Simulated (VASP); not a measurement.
# Pt (Fmmm) in VASP: further runs, part 2 of 2

VASP 6.6.1.

### Step 4. Single point, PBEsol (strain +0.0075 x Voigt [0, 0, 0, 0, 0, 1])

INCAR

```
SYSTEM = Pt
PREC = Accurate ; ENCUT = 520
EDIFF = 1E-6 ; ISMEAR = 0
SIGMA = 0.15 ; LREAL = .False.
LASPH = .True. ; NELM = 60
ALGO = Fast ; ISIF = 2
LWAVE = .False. ; LCHARG = .False.
GGA = PS ; NBANDS = 11
```

KPOINTS

```
regular mesh
0
Gamma
  22 22 22
  0 0 0
```

POSCAR

```
Pt
1.0
   -1.5782791750      1.5782791750      1.5842200000
    1.5782791750     -1.5782791750      1.5842200000
    1.5901608250      1.5901608250     -1.5842200000
Pt
1
Direct
    0.0000000000      0.0000000000      0.0000000000
```

Potentials or basis: VASP PAW PBE potentials, release 64 (Pt).

The run is started by

```console
$ cat potpaw_PBE.64/Pt/POTCAR > POTCAR
$ mpirun -np 1 vasp_std > vasp.out
```

OUTCAR:

```text
SYSTEM = Pt
   PREC = Accurate
   ENCUT = 520
   EDIFF = 1E-6
   ISMEAR = 0
   LREAL = .False.
   LASPH = .True.
   NELM = 60
   ISIF = 2
   GGA = PS

 ion  position               nearest neighbor table
   1  0.000  0.000  0.000-

  LATTYP: Found a face centered orthorhombic cell.
 ALAT       =     3.1684400000
 B/A-ratio  =     1.4089102615
 C/A-ratio  =     1.4195168632

  Lattice vectors:

 A1 = (   3.1684400000,   0.0118816500,   0.0000000000)
 A2 = (   1.5901608250,   1.5901608250,   1.5842200000)
 A3 = (   1.5782791750,  -1.5782791750,   1.5842200000)

[... 508 lines left out ...]
      5       9.5251      1.99928
      6      10.9388      0.00000
      7      17.2155      0.00000
      8      23.4123      0.00000
      9      25.9488      0.00000
     10      33.7950      0.00000
     11      34.2729      0.00000

 [... further k-points ...]
[... 5 lines left out ...]
  --------------------------------------------------------------------------------------
  -------------------------------------------------------------------------------------
  Total       -1.1193601     -1.1193601     -1.1183383     -0.1069918      0.0000000      0.0000000
  in kB     -112.7664835   -112.7664835   -112.6635503    -10.7785635      0.0000000      0.0000000
  external PRESSURE =    -112.7321724 kB  Pullay stress =       0.0000000 kB

 VOLUME and BASIS-vectors are now :
 -----------------------------------------------------------------------------
  energy-cutoff  :      520.00
  volume of cell :       15.90
      direct lattice vectors                 reciprocal lattice vectors
    -1.578279175  1.578279175  1.584220000    -0.001183564  0.315617169  0.315612731
     1.578279175 -1.578279175  1.584220000     0.315617169 -0.001183564  0.315612731
     1.590160825  1.590160825 -1.584220000     0.314433605  0.314433605  0.000000000

 POSITION                                       TOTAL-FORCE (eV/Angst)
 -----------------------------------------------------------------------------------
      0.00000      0.00000      0.00000        -0.000000      0.000000     -0.000000
 -----------------------------------------------------------------------------------
    total drift:                                0.000000      0.000000      0.000000

  FREE ENERGIE OF THE ION-ELECTRON SYSTEM (eV)
  ---------------------------------------------------
  free  energy   TOTEN  =        -6.8290544998 eV

  energy  without entropy=       -6.8157937804  energy(sigma->0) =       -6.82242414
```

OSZICAR:

```text
N       E                     dE             d eps       ncg     rms          rms(c)
DAV:   1     0.384009686954E+02    0.38401E+02   -0.53139E+03 34519   0.840E+02
DAV:   2    -0.665655226163E+01   -0.45058E+02   -0.43070E+02 38318   0.173E+02
DAV:   3    -0.726543131700E+01   -0.60888E+00   -0.60558E+00 39389   0.192E+01
DAV:   4    -0.726784947274E+01   -0.24182E-02   -0.24180E-02 38972   0.142E+00
DAV:   5    -0.726786912113E+01   -0.19648E-04   -0.19648E-04 39803   0.119E-01    0.111E+01
RMM:   6    -0.686858865535E+01    0.39928E+00   -0.41188E-01 33735   0.536E+00    0.566E+00
RMM:   7    -0.683263359354E+01    0.35955E-01   -0.64272E-02 35277   0.228E+00    0.237E+00
RMM:   8    -0.682949754699E+01    0.31360E-02   -0.83179E-03 36529   0.808E-01    0.657E-01
RMM:   9    -0.682903764368E+01    0.45990E-03   -0.10953E-03 38819   0.284E-01    0.358E-02
RMM:  10    -0.682905351121E+01   -0.15868E-04   -0.14904E-04 39082   0.933E-02    0.391E-02
RMM:  11    -0.682905393848E+01   -0.42727E-06   -0.13693E-05 39140   0.268E-02    0.183E-02
RMM:  12    -0.682905449983E+01   -0.56135E-06   -0.41982E-06 34260   0.145E-02
   1 F= -.68290545E+01 E0= -.68224241E+01  d E =-.132607E-01
```

stdout:

```text
POSCAR found type information on POSCAR Pt
 POSCAR found :  1 types and       1 ions
 scaLAPACK will be used
 -----------------------------------------------------------------------------
|                                                                             |
|                                                                             |
|     You enforced a specific xc type in the INCAR file but a different       |
|     I HOPE YOU KNOW WHAT YOU ARE DOING!                                     |
|                                                                             |
 -----------------------------------------------------------------------------

 LDA part: xc-table for (Slater+PW92), standard interpolation
 POSCAR, INCAR and KPOINTS ok, starting setup
 FFT: planning ... GRIDC
 FFT: planning ... GRID_SOFT
 FFT: planning ... GRID
 WAVECAR not read
 entering main loop
```

Run time: 72 s. Hardware: 1 thread of Intel Xeon 6975P-C (Granite Rapids), shared host; peak memory 0.35 GiB.

Results:

| Property | Result |
| --- | --- |
| Free energy | -6.8291 eV |
| Pressure | -11.3 GPa |
| Band gap on the k mesh | zero (bands 5 and 6 overlap by 2.14 eV) |

Stress tensor (GPa, compression positive):
```
-11.28  -1.08   0.00
 -1.08 -11.28   0.00
  0.00   0.00 -11.27
```

Levels at points of the mesh, in eV from the Fermi level:
| k point | band 3 | band 4 | band 5 | band 6 | band 7 | band 8 |
| --- | --- | --- | --- | --- | --- | --- |
| (0.00, 0.00, 0.00) | -3.43 | -3.38 | -0.94 | -0.94 | 17.04 | 17.10 |
| (0.50, 0.00, 0.00) | -1.13 | -0.63 | 0.24 | 1.06 | 6.23 | 13.25 |
| (0.50, 0.50, 0.00) | -1.16 | -0.66 | 0.29 | 1.09 | 6.32 | 13.20 |
| (0.00, 0.00, 0.50) | -1.11 | -0.59 | 0.19 | 1.03 | 6.14 | 13.30 |
| (0.50, 0.50, 0.50) | 0.49 | 0.54 | 0.59 | 7.61 | 7.61 | 7.61 |

Caveat: the cell differs from its parent crystal (strain +0.0075 x Voigt [0, 0, 0, 0, 0, 1]); the cell stands under tension; the PAW data sets were made with another functional, which shifts forces and pressure a little; spin-orbit coupling is left out, which moves the levels of the heavy elements.

### Step 5. Overview

| cell | gap on the mesh (eV) | pressure (GPa) |
| --- | --- | --- |
| a = 2.728, b = 2.728, c = 2.760 Å, angles 109.5, 109.5, 109.0°, 1 atom | none | -11.2 |
| a = 2.733, b = 2.733, c = 2.755 Å, angles 109.5, 109.5, 109.1°, 1 atom | none | -11.2 |
| a = 2.737, b = 2.737, c = 2.751 Å, angles 109.5, 109.5, 109.3°, 1 atom | none | -11.3 |

Alike in all rows: task single point; level PBEsol; potentials or basis VASP PAW PBE potentials, release 64 (Pt); no spin polarisation; k mesh 22 × 22 × 22; cutoff (eV) 520; smearing gaussian 0.15 eV.

Caveats: the cell stands under tension; the PAW data sets were made with another functional, which shifts forces and pressure a little; spin-orbit coupling is left out, which moves the levels of the heavy elements.

Absolute energies hang on the potentials; compare differences alone.
